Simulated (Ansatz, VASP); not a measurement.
Two plane-wave programs on Mo

```xyz
5
Lattice="4.4701 0.0000 0.0000 -2.2351 3.8712 0.0000 0.0000 0.0000 19.6498" Properties=species:S:1:pos:R:3 pbc="T T T"
Mo    3.3526    0.6452    8.0000
Mo   -1.1175    3.2260    8.9124
Mo    1.1175    1.9356    9.8249
Mo    3.3526    0.6452   10.7374
Mo   -1.1175    3.2260   11.6498
```

Alike in both runs: task single point; functional PBE; k mesh 10 × 10 × 1; occupations fermi-dirac, width 0.1 eV; no spin polarisation.

|  | VASP | Ansatz |
| --- | --- | --- |
| version | VASP 6.6.1 | Ansatz 0.2.0 |
| potentials or method | VASP PAW PBE potentials, release 64 (Mo_sv) | PAW with Ansatz's default frozen-core files, scalar-relativistic |
| plane-wave cutoff (eV) | 520 | 420 |
| valence electrons in the cell | 70 | 70 |

|  | VASP | Ansatz | Ansatz less VASP |
| --- | --- | --- | --- |
| rms of the force components (eV/Å) | 1.017 | 1.024 | +0.0076 |

Atom by atom the forces differ by 0.008 eV/Å (rms over components).
